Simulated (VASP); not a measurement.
# Sr (R-3m) in VASP: single point with LDA

Aim: the single point of Sr with LDA.

Program: VASP 6.6.1. These are calculated values, not measurements. Logs are shortened: lines on timing, memory, paths and dates and some standing lists are left out, and cuts for length are marked.

**1. The cell of the first run**

Symmetry: R-3m, No. 166, trigonal system. Conventional cell: a = 4.135 Å, b = 4.135 Å, c = 20.205 Å, α = 90.00°, β = 90.00°, γ = 120.00°. Within 5.4 Å of Sr (site symmetry -3m) lie 6 Sr at 4.13 Å.

**2. Single point, LDA**

The input, INCAR:

```
SYSTEM = Sr
PREC = Accurate ; ENCUT = 520
EDIFF = 1E-6 ; ISMEAR = -1
SIGMA = 0.1 ; LREAL = .FALSE.
LASPH = .TRUE. ; NELM = 100
ALGO = Normal ; ISIF = 2
LWAVE = .FALSE. ; LCHARG = .FALSE.
GGA = CA ; NBANDS = 11
```

The input, KPOINTS:

```
regular mesh
0
G
  8 8 8
  0 0 0
```

The input, POSCAR:

```
Sr
1.0
    2.0673740000      1.1935990000      6.7349910000
   -2.0673740000      1.1935990000      6.7349910000
    0.0000000000     -2.3871980000      6.7349910000
Sr
1
Direct
    0.5000000000      0.5000000000      0.5000000000
```

Potentials or basis: VASP PAW LDA potentials, release 64 (Sr_sv).

On the command line:

```bash
$ cat potpaw_LDA.64/Sr_sv/POTCAR > POTCAR
$ mpirun -np 1 vasp_std > vasp.out
```

OUTCAR:

```text
SYSTEM = Sr
   PREC = Accurate
   ENCUT = 520
   EDIFF = 1E-6
   ISMEAR = -1
   LREAL = .FALSE.
   LASPH = .TRUE.
   NELM = 100
   ISIF = 2
   GGA = CA

 ion  position               nearest neighbor table
   1  0.500  0.500  0.500-

  LATTYP: Found a trigonal (rhomboedric) cell.
 ALAT       =     7.1455452975
 COS(alpha) =     0.8325838402

  Lattice vectors:

 A1 = (   2.0673740000,   1.1935990000,   6.7349910000)
 A2 = (  -2.0673740000,   1.1935990000,   6.7349910000)
 A3 = (   0.0000000000,  -2.3871980000,   6.7349910000)

Analysis of symmetry for initial positions (statically):
=====================================================================
 Subroutine PRICEL returns:
 Original cell was already a primitive cell.

 Routine SETGRP: Setting up the symmetry group for a
 trigonal (rhombohedral) supercell.

 Subroutine GETGRP returns: Found 12 space group operations
 (whereof 12 operations were pure point group operations)
 out of a pool of 12 trial point group operations.

The static configuration has the point symmetry D_3d.

Analysis of symmetry for dynamics (positions and initial velocities):
=====================================================================
 Subroutine PRICEL returns:
 Original cell was already a primitive cell.

 Routine SETGRP: Setting up the symmetry group for a
 trigonal (rhombohedral) supercell.

 Subroutine GETGRP returns: Found 12 space group operations
 (whereof 12 operations were pure point group operations)
 out of a pool of 12 trial point group operations.

The dynamic configuration has the point symmetry D_3d.

 Subroutine INISYM returns: Found 12 space group operations
 (whereof 12 operations are pure point group operations),
 and found     1 'primitive' translations

----------------------------------------------------------------------------------------

                                     Primitive cell

  volume of cell :      99.7162

  direct lattice vectors                    reciprocal lattice vectors
     2.067374000  1.193599000  6.734991000     0.241852708  0.139633718  0.049492766
    -2.067374000  1.193599000  6.734991000    -0.241852708  0.139633718  0.049492766
     0.000000000 -2.387198000  6.734991000     0.000000000 -0.279267437  0.049492766

  length of vectors
     7.145545298  7.145545298  7.145545330     0.283619184  0.283619184  0.283619173

  position of ions in fractional coordinates (direct lattice)
     0.500000000  0.500000000  0.500000000

  ion indices of the primitive-cell ions
   primitive index   ion index
                 1           1

----------------------------------------------------------------------------------------

 KPOINTS: regular mesh

Automatic generation of k-mesh.
 Grid dimensions read from file:
 generate k-points for:    8    8    8

 Generating k-lattice:

  Cartesian coordinates                     Fractional coordinates (reciprocal lattice)
     0.030231588  0.017454215  0.006186596     0.125000000  0.000000000  0.000000000
    -0.030231588  0.017454215  0.006186596     0.000000000  0.125000000  0.000000000
     0.000000000 -0.034908430  0.006186596     0.000000000  0.000000000  0.125000000

  Length of vectors
     0.035452398  0.035452398  0.035452397

  Shift w.r.t. Gamma in fractional coordinates (k-lattice)
     0.000000000  0.000000000  0.000000000

 Subroutine IBZKPT returns following result:
 ===========================================

 Found     65 irreducible k-points:

 Following reciprocal coordinates:
            Coordinates               Weight
  0.000000  0.000000  0.000000      1.000000
  0.125000  0.000000 -0.000000      6.000000
  0.250000  0.000000 -0.000000      6.000000
  0.375000 -0.000000 -0.000000      6.000000
  0.500000  0.000000 -0.000000      3.000000
  0.125000  0.125000 -0.000000      6.000000
[... 16 lines left out ...]
  0.250000  0.125000  0.125000      6.000000
  0.375000  0.125000  0.125000      6.000000
 [... further k-points ...]
   k-points           NKPTS =     65   k-points in BZ     NKDIM =     65   number of bands    NBANDS=     11
   number of dos      NEDOS =    301   number of ions     NIONS =      1
   total plane-waves  NPLWV = 157464
   dimension x,y,z NGX =    54 NGY =   54 NGZ =   54
   dimension x,y,z NGXF=   108 NGYF=  108 NGZF=  108
   ions per type =               1
   NGX,Y,Z   is equivalent  to a cutoff of  12.56, 12.56, 12.56 a.u.
   NGXF,Y,Z  is equivalent  to a cutoff of  25.13, 25.13, 25.13 a.u.
 SYSTEM =  Sr
   PREC   = accura    normal or accurate (medium, high low for compatibility)
   ISTART =      0    job   : 0-new  1-cont  2-samecut
   ICHARG =      2    charge: 1-file 2-atom 10-const
   ISPIN  =      1    spin polarized calculation?
   LNONCOLLINEAR =      F non collinear calculations
   LSORBIT =      F    spin-orbit coupling
   LASPH  =      T    aspherical Exc in radial PAW
   ENCUT  =  520.0 eV  38.22 Ry    6.18 a.u.  13.29 13.29 13.29*2*pi/ulx,y,z
   NELM   =    100;   NELMIN=  2; NELMDL= -5     # of ELM steps
   EDIFF  = 0.1E-05   stopping-criterion for ELM
   LREAL  =      F    real-space projection
   EDIFFG = 0.1E-04   stopping-criterion for IOM
   NSW    =      0    number of steps for IOM
   IBRION =     -1    ionic relax: 0-MD 1-quasi-New 2-CG
   NFREE  =      0    steps in history (QN), initial steepest desc. (CG)
   ISIF   =      2    stress and relaxation
   ISYM   =      2    0-nonsym 1-usesym 2-fastsym
   POTIM  = 0.5000    time-step for ionic-motion
   TEBEG  =    0.0;   TEEND  =   0.0 temperature during run
   PSTRESS=    0.0 pullay stress
   NELECT =      10.0000    total number of electrons
   NUPDOWN=      -1.0000    fix difference up-down
   EMIN   =  10.00;   EMAX   =-10.00  energy-range for DOS
   EFERMI =   0.00;   METHOD = LEGACY
   ISMEAR =    -1;   SIGMA  =   0.10  broadening in eV -4-tet -1-fermi 0-gaus
   EFERMI_NEDOS =   21; number of points for ismear=-14 and -15
   IALGO  =     38    algorithm
   IMIX   =      4    mixing-type and parameters
     AMIX     =   0.40;   BMIX     =  1.00
     AMIX_MAG =   1.60;   BMIX_MAG =  1.00
  volume/ion in A,a.u.               =      99.72       672.92
  Fermi-wavevector in a.u.,A,eV,Ry     =   0.760594  1.437314  7.871015  0.578503
  Thomas-Fermi vector in A             =   1.859646
   LORBIT       =      0    0 simple, 1 ext, 2 COOP (PROOUT), +10 PAW based schemes
   GGA     = CA    functional components
   LHFCALC =     F    Hartree Fock is set to
   AEXX    =    0.0000 exact exchange contribution
   IVDW    =     0    specifies the selected vdW correction
   LEPSILON=     F    determine dielectric tensor
   LRPA    =     F    only Hartree local field effects (RPA)
 non-spin polarized calculation
  energy-cutoff  :      520.00
  volume of cell :       99.72
 maximum number of plane-waves:      2713
 NGX is ok and might be reduce to    54
   NGX = 27   NGY = 27   NGZ = 27

 number of electron      10.0000000 magnetization

 Free energy of the ion-electron system (eV)
  ---------------------------------------------------
  ext. energy  EPLUGINS =         0.00000000
  ---------------------------------------------------
  free energy    TOTEN  =        -1.19538393 eV

  energy without entropy =       -1.15923806  energy(sigma->0) =       -1.17731100

 E-fermi :  -0.2884     XC(G=0):  -5.5502

 val. band max:       -0.2968798993   @ k =   0.5000   0.3750   0.2500
 cond. band min:      -0.2680281054   @ k =   0.5000   0.5000   0.2500
 fundamental gap:      0.0288517939
 Fermi energy:        -0.2883800452

 k-point     1 :       0.0000    0.0000    0.0000
  band No.  band energies     occupation
      1     -37.2638      2.00000
      2     -19.4368      2.00000
      3     -19.1752      2.00000
      4     -19.1752      2.00000
      5      -3.1950      2.00000
      6       0.1232      0.03209
      7       0.8569      0.00002
      8       1.8935      0.00000
      9       1.8935      0.00000
     10       3.3404      0.00000
     11       3.3404      0.00000

 k-point     2 :       0.1250    0.0000   -0.0000
  band No.  band energies     occupation
      1     -37.2617      2.00000
      2     -19.4328      2.00000
      3     -19.2058      2.00000
      4     -19.1824      2.00000
      5      -2.9439      2.00000
      6       0.2672      0.00770
      7       0.8215      0.00003
      8       1.5591      0.00000
      9       2.1263      0.00000
     10       3.2400      0.00000
     11       3.3970      0.00000

 k-point     3 :       0.2500    0.0000   -0.0000
  band No.  band energies     occupation
      1     -37.2566      2.00000
      2     -19.4231      2.00000
      3     -19.2787      2.00000
      4     -19.1997      2.00000
      5      -2.2503      2.00000
      6       0.4568      0.00116
      7       0.8278      0.00003
      8       1.0993      0.00000
      9       2.7946      0.00000
     10       3.0171      0.00000
     11       3.4020      0.00000

 k-point     4 :       0.3750   -0.0000   -0.0000
  band No.  band energies     occupation
      1     -37.2516      2.00000
      2     -19.4134      2.00000
      3     -19.3501      2.00000
      4     -19.2169      2.00000
      5      -1.3364      1.99994
      6       0.3742      0.00265
      7       0.5118      0.00067
      8       1.4770      0.00000
      9       2.8161      0.00000
     10       3.2035      0.00000
     11       3.7706      0.00000
[... 239 lines left out ...]
 k-point    22 :       0.1250    0.1250    0.1250
  band No.  band energies     occupation
      1     -37.2638      2.00000
      2     -19.4369      2.00000
      3     -19.1752      2.00000
      4     -19.1752      2.00000
      5      -3.1695      2.00000
      6      -0.0431      0.15853
      7       0.9680      0.00001
      8       1.8931      0.00000
      9       1.8931      0.00000
     10       3.3424      0.00000
     11       3.3424      0.00000

 k-point    23 :       0.2500    0.1250    0.1250
  band No.  band energies     occupation
      1     -37.2617      2.00000
      2     -19.4329      2.00000
      3     -19.2058      2.00000
      4     -19.1824      2.00000
      5      -2.9012      2.00000
      6      -0.0173      0.12467
      7       1.0419      0.00000
      8       1.5571      0.00000
      9       2.1264      0.00000
     10       3.2377      0.00000
     11       3.2873      0.00000

 k-point    24 :       0.3750    0.1250    0.1250
  band No.  band energies     occupation
      1     -37.2566      2.00000
      2     -19.4232      2.00000
      3     -19.2787      2.00000
      4     -19.1997      2.00000
      5      -2.1889      2.00000
      6       0.1310      0.02972
      7       0.9113      0.00001
      8       1.3005      0.00000
      9       2.7948      0.00000
     10       3.0154      0.00000
     11       3.1133      0.00000

 [... further k-points ...]

------------------------ aborting loop because EDIFF is reached ----------------------------------------

  FORCE on cell =-STRESS in cart. coord.  units (eV):
  Direction    XX          YY          ZZ          XY          YZ          ZX
  --------------------------------------------------------------------------------------
  -------------------------------------------------------------------------------------
  Total       -0.1718853     -0.1718853     -0.4807648      0.0000000      0.0000000     -0.0000000
  in kB       -2.7617446     -2.7617449     -7.7246260      0.0000000      0.0000000     -0.0000000
  external PRESSURE =      -4.4160385 kB  Pullay stress =       0.0000000 kB

 VOLUME and BASIS-vectors are now :
 -----------------------------------------------------------------------------
  energy-cutoff  :      520.00
  volume of cell :       99.72
      direct lattice vectors                 reciprocal lattice vectors
     2.067374000  1.193599000  6.734991000     0.241852708  0.139633718  0.049492766
    -2.067374000  1.193599000  6.734991000    -0.241852708  0.139633718  0.049492766
     0.000000000 -2.387198000  6.734991000     0.000000000 -0.279267437  0.049492766

 POSITION                                       TOTAL-FORCE (eV/Angst)
 -----------------------------------------------------------------------------------
      0.00000      0.00000     10.10249         0.000000      0.000000      0.000000
 -----------------------------------------------------------------------------------
    total drift:                                0.000000     -0.000000     -0.000000

  FREE ENERGIE OF THE ION-ELECTRON SYSTEM (eV)
  ---------------------------------------------------
  free  energy   TOTEN  =        -1.1953839283 eV

  energy  without entropy=       -1.1592380639  energy(sigma->0) =       -1.17731100
```

Wall time 4.7 min (1 thread of Intel Xeon 8259CL, shared host); peak memory 0.32 GiB.

Results:

```yaml
Free_energy: -1.1954 eV
Pressure: -0.4 GPa
Band_gap_on_the_k_mesh: zero (bands 5 and 6 overlap by 0.68 eV)
```

Levels at points of the mesh, in eV from the Fermi level:
| k point | band 3 | band 4 | band 5 | band 6 | band 7 | band 8 |
| --- | --- | --- | --- | --- | --- | --- |
| (0.00, 0.00, 0.00) | -18.89 | -18.89 | -2.91 | 0.41 | 1.15 | 2.18 |
| (0.50, 0.00, 0.00) | -19.09 | -18.94 | -0.54 | 0.67 | 0.69 | 1.77 |
| (0.50, 0.50, 0.00) | -19.09 | -18.94 | -0.49 | 0.53 | 0.80 | 2.04 |
| (0.50, 0.50, 0.50) | -18.89 | -18.89 | -2.71 | -0.40 | 1.56 | 2.18 |
